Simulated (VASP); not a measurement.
The system is TePb.

```
Pb Te
1.0
     4.00229    0.00000    0.00000
     0.00000    4.00229    0.00000
     0.00000    0.00000    4.00229
Pb Te
1 1
Direct
  0.00000 0.00000 0.00000
  0.50000 0.50000 0.50000
```

| Item | Value |
| --- | --- |
| Program | VASP 6.6.1 |
| Task | relaxation of cell and atoms |
| Functional | PBE |
| Dispersion | D3(BJ) |
| Potentials or basis | VASP PAW PBE potentials, release 64 (Pb_d, Te) |
| Cutoff | 600 eV |
| k mesh | 7 × 7 × 7 |
| Occupations | fermi-dirac, width 0.05 eV |
| Spin | no spin polarisation |

At the start: pressure -1.6 GPa; volume 32.05 Å³/atom.

**Question.** How do energy, volume and symmetry change on relaxing?

**Answer.** Over 3 steps the energy falls by 9.9 meV/atom and the volume is 30.47 Å³/atom (-4.9 %); space group Pm-3m (No. 221, to 0.05 Å).

Step by step:
| step | energy change (eV) | largest force (eV/Å) | pressure (GPa) | volume (Å³) |
| --- | --- | --- | --- | --- |
| 1 | 0.0000 | 0.0000 | -1.62 | 64.11 |
| 2 | -0.0197 | 0.0000 | -0.19 | 61.16 |
| 3 | -0.0199 | 0.0000 | -0.04 | 60.94 |

Final structure:
```
Pb Te
1.0
     3.93514    0.00000    0.00000
     0.00000    3.93514    0.00000
     0.00000    0.00000    3.93514
Pb Te
1 1
Direct
  0.00000 0.00000 0.00000
  0.50000 0.50000 0.50000
```

Caveat: pairwise dispersion overbinds metals, which lowers pressure and volume.
